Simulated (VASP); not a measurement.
Write the native input for VASP 6.6.1 that does the following.

| Property | Result |
| --- | --- |
| Task | relaxation of cell and atoms |
| Functional | PBEsol |
| Potentials or basis | VASP PAW PBE potentials, release 64 (Co) |
| Cutoff | 600 eV |
| k mesh | 14 × 14 × 14 |
| Occupations | gaussian, width 0.1 eV |
| Spin | collinear spin, ferromagnetic start |
| Starting moments | [1.83, 1.83] μB |
| Dipole correction | no |
| Further INCAR settings | ALGO = Normal; EDIFF = 1e-06; IBRION = 2; EDIFFG = -0.01; NSW = 80; ISIF = 3 |

The structure of Co lies in POSCAR:

```
Co
1.0
    0.0000000000      2.4938863261      2.4938863261
    2.4938863261      0.0000000000      2.4938863261
    2.4938863261      2.4938863261      0.0000000000
Co
2
Direct
    0.0000000000      0.0000000000      0.0000000000
    0.2500000000      0.2500000000      0.2500000000
```

This isn't the form of Co at room conditions, which is hcp.

These files were run (other wordings do the same):

INCAR

```
SYSTEM = Co
ALGO = Normal
EDIFF = 1E-6
EDIFFG = -0.01
ENCUT = 600
GGA = PS
IBRION = 2
ISIF = 3
ISMEAR = 0
ISPIN = 2
LASPH = .True.
LCHARG = .False.
LMAXMIX = 4
LORBIT = 11
LREAL = .False.
LWAVE = .False.
MAGMOM = 1.83 1.83
NELM = 150
NSW = 80
PREC = Accurate
SIGMA = 0.1
```

KPOINTS

```
k-points
0
Gamma
  14 14 14
  0 0 0
```

Potentials or basis: VASP PAW PBE potentials, release 64 (Co).

The run is started by

```console
$ cat potpaw_PBE.64/Co/POTCAR > POTCAR
$ mpirun -np 1 vasp_std > vasp.out
```

Results of the run:

The relaxed volume is 15.41 Å³/atom. The relaxed cell is a = 3.519 Å, b = 3.519 Å, c = 3.519 Å, α = 60.00°, β = 60.00°, γ = 60.00°, the space group after relaxing (to 0.1 Å) is Fd-3m (No. 227) and the energy gained by relaxing is 0.2 meV/atom. The ionic steps are 3. The pressure after relaxing is 0.0 GPa and the net moment is 3.35 μB per cell. The site moments are Co +1.66 μB and the valence electrons inside the program's atomic spheres are Co 8.28.

Caveat: the PAW data sets were made with another functional, which shifts forces and pressure a little.

Wall time 3.1 min on 1 thread of Intel(R) Xeon(R) Platinum 8488C (Sapphire Rapids), with other jobs on the host, peak memory 0.23 GiB.
